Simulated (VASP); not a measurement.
**AlNi (AlNi (110), 2 layers): relaxation of the atoms with PBE**

AlNi (AlNi (110), 2 layers), a slab with vacuum:

```
Ni Al
1.0
     2.89357    0.00000    0.00000
     0.00000    4.09213    0.00000
     0.00000    0.00000   18.04610
Ni Al
2 2
Direct
  0.75000 0.00000 0.44789
  0.75000 0.50000 0.55211
  0.25000 0.50000 0.44032
  0.25000 0.00000 0.55968
```

- Program: VASP 6.6.1
- Task: relaxation of the atoms
- Functional: PBE
- Potentials or basis: VASP PAW PBE potentials, release 64 (Ni, Al)
- Cutoff: 520 eV
- k mesh: 13 × 9 × 1
- Occupations: fermi-dirac, width 0.1 eV
- Spin: no spin polarisation
- Dipole correction: yes
- Further INCAR settings: ALGO = Normal; EDIFF = 1e-06; IBRION = 2; EDIFFG = -0.01; NSW = 32

| Property | Result |
| --- | --- |
| Largest force after relaxing | 0.010 eV/Å |
| Band gap on the k mesh | zero (band 13 reaches -0.49 eV, above the bottom of band 14 at -2.11 eV) |

Forces on the atoms (eV/Å):
```
Ni   0.000  0.000 -0.010
Ni   0.000  0.000  0.010
Al   0.000  0.000  0.004
Al   0.000  0.000 -0.004
```

Final structure:
```xyz
4
Lattice="2.8936 0.0000 0.0000 0.0000 4.0921 0.0000 0.0000 0.0000 18.0461" Properties=species:S:1:pos:R:3 pbc="T T T"
Ni    2.1702    0.0000    8.0827
Ni    2.1702    2.0461    9.9634
Al    0.7234    2.0461    7.9461
Al    0.7234    0.0000   10.1000
```

Levels at points of the mesh, in eV from the Fermi level:
```
           k point  band 9  band 10  band 11  band 12  band 13  band 14  band 15  band 16  band 17
(0.00, 0.00, 0.00)   -1.20    -1.19    -1.16    -1.02    -0.95    -0.41     2.96     3.15     3.79
```

It took 4.5 min on 1 thread of Oxide Virtual Turin-like Processor, on a shared host, peak memory 0.34 GiB.

Caveat: the relaxation stopped at its first step, so nothing moved. Spin polarisation is off, so any magnetic state and its effect on volume and gap are missing.
